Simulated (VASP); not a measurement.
# SrHf (F-43m) in VASP: a series of runs, part 2 of 2

VASP 6.6.1. Earlier steps stand in the parts before.

### 3 Relaxation of cell and atoms, PBE

This run uses another cell than the first one, of 43.05 Å³/atom, 0.958 times its volume.

Contents of INCAR:

```
SYSTEM = SrHf
PREC     = Accurate       ! precision mode
ENCUT    = 600            ! plane-wave cutoff, eV
EDIFF    = 1E-7           ! SCF threshold, eV
ISMEAR   = 0              ! smearing method
SIGMA    = 0.1            ! smearing width, eV
LREAL    = .False.        ! projectors in reciprocal space
LASPH    = .True.         ! aspherical terms in the spheres
NELM     = 100            ! most SCF steps
ALGO     = Normal         ! electronic algorithm
ISIF     = 3              ! what is computed and relaxed
LWAVE    = .False.        ! write WAVECAR
LCHARG   = .False.        ! write CHGCAR
GGA      = PE             ! functional
IBRION   = 2              ! ionic algorithm
NSW      = 100            ! ionic steps
EDIFFG   = -0.01          ! ionic threshold
```

Contents of KPOINTS:

```
Automatic mesh
0
Gamma
  14 14 14
  0 0 0
```

Contents of POSCAR:

```
SrHf
1.0
    0.0000000000      3.5047526210      3.5047526210
    3.5047526210      0.0000000000      3.5047526210
    3.5047526210      3.5047526210      0.0000000000
Sr Hf
1 1
Direct
    0.0000000000      0.0000000000      0.0000000000
    0.2500000000      0.2500000000      0.2500000000
```

Potentials or basis: VASP PAW PBE potentials, release 64 (Sr_sv, Hf_pv).

Launch:

```bash
$ cat potpaw_PBE.64/Sr_sv/POTCAR potpaw_PBE.64/Hf_pv/POTCAR > POTCAR
$ mpirun -np 1 vasp_std > vasp.out
```

OUTCAR:

```text
SYSTEM = SrHf
   PREC = Accurate
   ENCUT = 600
   EDIFF = 1E-7
   ISMEAR = 0
   LREAL = .False.
   LASPH = .True.
   NELM = 100
   ISIF = 3
   GGA = PE
   IBRION = 2
   NSW = 100
   EDIFFG = -0.01

 ion  position               nearest neighbor table
   1  0.000  0.000  0.000-   2 3.04   2 3.04   2 3.04   2 3.04
   2  0.250  0.250  0.250-   1 3.04   1 3.04   1 3.04   1 3.04

  LATTYP: Found a face centered cubic cell.
 ALAT       =     7.0095052420

  Lattice vectors:

 A1 = (   0.0000000000,   3.5047526210,   3.5047526210)
 A2 = (   3.5047526210,   0.0000000000,   3.5047526210)
 A3 = (   3.5047526210,   3.5047526210,   0.0000000000)

Analysis of symmetry for initial positions (statically):
=====================================================================
 Subroutine PRICEL returns:
 Original cell was already a primitive cell.

 Routine SETGRP: Setting up the symmetry group for a
 face centered cubic supercell.

 Subroutine GETGRP returns: Found 24 space group operations
 (whereof 24 operations were pure point group operations)
 out of a pool of 48 trial point group operations.

The static configuration has the point symmetry T_d .

Analysis of symmetry for dynamics (positions and initial velocities):
=====================================================================
 Subroutine PRICEL returns:
 Original cell was already a primitive cell.

 Routine SETGRP: Setting up the symmetry group for a
 face centered cubic supercell.

 Subroutine GETGRP returns: Found 24 space group operations
 (whereof 24 operations were pure point group operations)
 out of a pool of 48 trial point group operations.

The dynamic configuration has the point symmetry T_d .

 Subroutine INISYM returns: Found 24 space group operations
 (whereof 24 operations are pure point group operations),
 and found     1 'primitive' translations

[... 134 lines left out ...]

 number of electron      20.0000001 magnetization

 Free energy of the ion-electron system (eV)
  ---------------------------------------------------
  ext. energy  EPLUGINS =         0.00000000
  ---------------------------------------------------
  free energy    TOTEN  =        -6.16490644 eV

  energy without entropy =       -6.14168771  energy(sigma->0) =       -6.15329708

------------------------ aborting loop because EDIFF is reached ----------------------------------------

  FORCE on cell =-STRESS in cart. coord.  units (eV):
  Direction    XX          YY          ZZ          XY          YZ          ZX
  --------------------------------------------------------------------------------------
  -------------------------------------------------------------------------------------
  Total        0.2260156      0.2260156      0.2260156      0.0000000     -0.0000000      0.0000000
  in kB        4.2057833      4.2057833      4.2057833      0.0000000     -0.0000000      0.0000000
  external PRESSURE =       4.2057833 kB  Pullay stress =       0.0000000 kB
[... 59 lines left out ...]
--------------------------------------- Ionic step        3  -------------------------------------------

 number of electron      20.0000000 magnetization

 Free energy of the ion-electron system (eV)
  ---------------------------------------------------
  ext. energy  EPLUGINS =         0.00000000
  ---------------------------------------------------
  free energy    TOTEN  =        -6.16865751 eV

  energy without entropy =       -6.14009950  energy(sigma->0) =       -6.15437851

 E-fermi :   1.2369     XC(G=0):  -8.0040

 val. band max:        1.2360348309   @ k =   0.5000   0.0714   0.0000
 cond. band min:       1.2405177874   @ k =   0.2143   0.0714   0.0000
 fundamental gap:      0.0044829565
 Fermi energy:         1.2368603557

 k-point     1 :       0.0000    0.0000    0.0000
  band No.  band energies     occupation
      1     -34.4686      2.00000
      2     -30.6247      2.00000
      3     -30.6247      2.00000
      4     -30.6247      2.00000
      5     -16.5676      2.00000
      6     -16.5676      2.00000
      7     -16.5676      2.00000
      8      -2.8021      2.00000
      9       1.2216      1.17065
     10       1.2216      1.17064
     11       1.6648      0.00000
     12       1.6648      0.00000
     13       1.6648      0.00000
     14       3.5163      0.00000
[... 377 lines left out ...]
      1     -34.4716      2.00000
      2     -30.6257      2.00000
      3     -30.6256      2.00000
      4     -30.6194      2.00000
      5     -16.5873      2.00000
      6     -16.5668      2.00000
      7     -16.5659      2.00000
      8      -2.0055      2.00000
      9       0.7313      2.00000
     10       1.4158      0.01137
     11       1.5396      0.00002
     12       1.8049      0.00000
     13       1.8545      0.00000
     14       2.3576      0.00000

 [... further k-points ...]

------------------------ aborting loop because EDIFF is reached ----------------------------------------

  FORCE on cell =-STRESS in cart. coord.  units (eV):
  Direction    XX          YY          ZZ          XY          YZ          ZX
  --------------------------------------------------------------------------------------
  -------------------------------------------------------------------------------------
  Total       -0.0075710     -0.0075710     -0.0075710     -0.0000000      0.0000000     -0.0000000
  in kB       -0.1352540     -0.1352540     -0.1352540     -0.0000000      0.0000000     -0.0000000
  external PRESSURE =      -0.1352540 kB  Pullay stress =       0.0000000 kB
[... 17 lines left out ...]
  FREE ENERGIE OF THE ION-ELECTRON SYSTEM (eV)
  ---------------------------------------------------
  free  energy   TOTEN  =        -6.1686575139 eV

  energy  without entropy=       -6.1400994985  energy(sigma->0) =       -6.15437851

 reached required accuracy - stopping structural energy minimisation
```

OSZICAR:

```text
N       E                     dE             d eps       ncg     rms          rms(c)
DAV:   1     0.883257487310E+02    0.88326E+02   -0.11183E+04  2928   0.142E+03
DAV:   2    -0.208824595811E+01   -0.90414E+02   -0.89425E+02  3662   0.269E+02
DAV:   3    -0.668530838918E+01   -0.45971E+01   -0.45491E+01  5034   0.429E+01
[... 32 lines left out ...]
DAV:   5    -0.616850435550E+01   -0.82345E-03   -0.22929E-03  4608   0.264E-01    0.118E-01
DAV:   6    -0.616867444257E+01   -0.17009E-03   -0.40849E-04  4692   0.120E-01    0.554E-02
DAV:   7    -0.616865796916E+01    0.16473E-04   -0.92007E-05  3494   0.484E-02    0.315E-02
DAV:   8    -0.616865752423E+01    0.44493E-06   -0.44031E-06  4898   0.135E-02    0.613E-03
DAV:   9    -0.616865751389E+01    0.10341E-07   -0.91725E-07  4330   0.503E-03
   3 F= -.61686575E+01 E0= -.61543785E+01  d E =-.375107E-02
```

It took 3.3 min on 1 thread of Intel Xeon 6975P-C (Granite Rapids), shared host; peak memory 0.38 GiB.

What came out:

- Free energy: -6.1687 eV
- Relaxed volume: 44.84 Å³/atom
- Relaxed cell: a = 5.024 Å, b = 5.024 Å, c = 5.024 Å, α = 60.00°, β = 60.00°, γ = 60.00°
- Space group after relaxing (to 0.05 Å): F-43m (No. 216)
- Energy gained by relaxing: 1.9 meV/atom
- Ionic steps: 3
- Pressure after relaxing: 0.0 GPa
- Band gap on the k mesh: zero (band 10 reaches 1.53 eV, above the bottom of band 11 at 1.02 eV)

Step by step:
| step | energy change (eV) | largest force (eV/Å) | pressure (GPa) | volume (Å³) |
| --- | --- | --- | --- | --- |
| 1 | 0.0000 | 0.0000 | 0.42 | 86.10 |
| 2 | -0.0027 | 0.0000 | 0.20 | 87.52 |
| 3 | -0.0038 | 0.0000 | -0.01 | 89.68 |

Final structure:
```
Sr Hf
1.0
     0.00000    3.55273    3.55273
     3.55273    0.00000    3.55273
     3.55273    3.55273    0.00000
Sr Hf
1 1
Direct
  0.00000 0.00000 0.00000
  0.25000 0.25000 0.25000
```

Caveat: spin-orbit coupling is left out, which moves the levels of the heavy elements.

### 4 Single point, PBE

This run uses another cell than the first one: it holds 8 atoms, not 2.

Contents of INCAR:

```
SYSTEM = SrHf
ALGO     = Normal         ! electronic algorithm
EDIFF    = 1E-7           ! SCF threshold, eV
ENCUT    = 520            ! plane-wave cutoff, eV
GGA      = PE             ! functional
ISIF     = 2              ! what is computed and relaxed
ISMEAR   = 0              ! smearing method
LASPH    = .TRUE.         ! aspherical terms in the spheres
LCHARG   = .FALSE.        ! write CHGCAR
LREAL    = .FALSE.        ! projectors in reciprocal space
LWAVE    = .FALSE.        ! write WAVECAR
NBANDS   = 50             ! bands
NELM     = 100            ! most SCF steps
PREC     = Accurate       ! precision mode
SIGMA    = 0.2            ! smearing width, eV
```

Contents of KPOINTS:

```
k-points
0
G
  4 4 4
  0 0 0
```

Contents of POSCAR:

```
SrHf
1.0
    3.5556195743      3.5556195743      0.0000000000
    3.5556195743     -3.5556195743      7.1112391487
    3.5556195743     -3.5556195743     -7.1112391487
Sr Hf
4 4
Direct
    0.5000000000      0.5000000000      1.0000000000
    0.0000000000      1.0000000000      1.0000000000
    0.0000000000      0.5000000000      0.5000000000
    0.5000000000      0.0000000000      0.5000000000
    0.5000000000      0.1250000000      0.8750000000
    0.0000000000      0.6250000000      0.8750000000
    0.0000000000      0.1250000000      0.3750000000
    0.5000000000      0.6250000000      0.3750000000
```

Launch:

```bash
$ cat potpaw_PBE.64/Sr_sv/POTCAR potpaw_PBE.64/Hf_pv/POTCAR > POTCAR
$ mpirun -np 1 vasp_std > vasp.out
```

Wall time 7 min (1 thread of Intel Xeon 6975P-C (Granite Rapids), shared host); peak memory 0.64 GiB.

It converged, with:

```yaml
Free_energy: -24.8490 eV
Pressure: 0.2 GPa
Band_gap_on_the_k_mesh: zero (band 40 reaches 1.32 eV, above the bottom of band 41 at 1.01 eV)
```

Levels at points of the mesh, in eV from the Fermi level:
```tsv
k point	band 36	band 37	band 38	band 39	band 40	band 41	band 42	band 43	band 44	band 45
(0.00, 0.00, 0.00)	-0.50	-0.01	-0.01	-0.01	-0.01	0.01	0.01	0.11	0.37	0.37
(0.50, 0.00, 0.00)	-0.75	-0.31	-0.31	-0.22	-0.22	-0.20	-0.20	0.00	0.00	0.34
(0.00, 0.50, 0.00)	-0.40	-0.13	-0.13	-0.12	-0.12	0.30	0.30	0.30	0.30	0.32
(0.50, 0.50, 0.00)	-0.77	-0.40	-0.40	-0.40	-0.40	0.29	0.29	0.29	0.29	0.32
(0.00, 0.50, 0.50)	-0.31	-0.22	-0.22	-0.20	-0.20	0.34	0.34	0.35	0.35	0.42
(0.50, 0.50, 0.50)	-0.78	-0.50	-0.50	-0.01	-0.01	-0.01	-0.01	0.11	0.11	0.37
```

Caveat: spin-orbit coupling is left out, which moves the levels of the heavy elements.

### 5 The runs side by side

| task | cell | k mesh | cutoff (eV) | smearing | gap on the mesh (eV) | pressure (GPa) |
| --- | --- | --- | --- | --- | --- | --- |
| single point | a = 5.028 Å, angles 60.0°, 2 atoms | 14 × 14 × 14 | 520 | gaussian 0.1 eV | none | 0.0 |
| relaxation of cell and atoms | relaxed from a = 4.956 Å, angles 60.0°, 2 atoms | 14 × 14 × 14 | 600 | gaussian 0.1 eV | none | 0.0 |
| single point | a = 5.028, b = 8.709, c = 8.709 Å, angles 109.5, 90.0, 90.0°, 8 atoms | 4 × 4 × 4 | 520 | gaussian 0.2 eV | none | 0.2 |

Alike in all rows: level PBE; potentials or basis VASP PAW PBE potentials, release 64 (Sr_sv, Hf_pv); no spin polarisation.

Caveats: spin-orbit coupling is left out, which moves the levels of the heavy elements.

Total energies depend on the potentials used, so only differences within one code and one set of settings carry meaning.
